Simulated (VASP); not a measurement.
Pd:

```xyz
1
Lattice="-1.5930 1.5930 1.5930 1.5930 -1.5930 1.5930 1.5930 1.5930 -1.5930" Properties=species:S:1:pos:R:3 pbc="T T T"
Pd    0.0000    0.0000    0.0000
```

Base run:

- Program: VASP 6.6.1
- Functional: r2SCAN
- Potentials or basis: VASP PAW PBE potentials, release 64 (Pd)
- Cutoff: 520 eV
- k mesh: 12 × 12 × 12
- Occupations: fermi-dirac, width 0.05 eV
- Spin: no spin polarisation

Its results: band gap on the k mesh zero (band 5 reaches 8.69 eV, above the bottom of band 6 at 7.15 eV); pressure -10.4 GPa.

Task: The run is repeated on the same cell with these changes: potentials or basis from VASP PAW PBE potentials, release 64 (Pd) to VASP PAW PBE potentials, release 64 (Pd_sv_GW); cutoff from 520 eV to 590 eV; further incar settings from ALGO = Normal; EDIFF = 1e-06; NBANDS = 11 to ALGO = Normal; EDIFF = 1e-06; NBANDS = 15; valence electrons from 10 to 18. What comes out?

Result: Band gap on the k mesh zero (band 9 reaches 7.47 eV, above the bottom of band 10 at 5.94 eV); pressure -12.0 GPa.

Caveats: the PAW data sets were made with another functional, which shifts forces and pressure a little.
